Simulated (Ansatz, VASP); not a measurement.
CuO: VASP beside Ansatz

```
Cu O
1.0
     2.01717   -2.18189    0.00000
     2.01717    2.18189    0.00000
     0.00000    0.00000    5.22378
Cu O
2 2
Direct
  0.50000 0.00000 0.00000
  0.00000 0.50000 0.50000
  0.50000 0.50000 0.25000
  0.50000 0.50000 0.75000
```

Alike in both runs: task single point; functional PBEsol; k mesh 9 × 9 × 5; occupations fermi-dirac, width 0.05 eV; no spin polarisation.

|  | VASP | Ansatz |
| --- | --- | --- |
| version | VASP 6.6.1 | Ansatz 0.2.0 |
| potentials or method | VASP PAW PBE potentials, release 64 (Cu, O) | Ansatz PAW |
| plane-wave cutoff (eV) | 520 | 420 |
| valence electrons in the cell | 34 | 50 |

|  | VASP | Ansatz | Ansatz less VASP |
| --- | --- | --- | --- |
| gap on the k mesh at the Fermi level (eV) | none | none | - |
| pressure (GPa) | -10.6 | -11.2 | -0.62 |
| traceless stress, the component that is largest in VASP (GPa) | -2.72 | -2.95 | -0.225 |

VASP's potentials were made for PBE, not for PBEsol. A gap of «none» marks a metal or a gap that the smearing closes. VASP's potentials hold 34 valence electrons a cell and Ansatz's 50, so a difference there can come from the potentials and not from the codes.
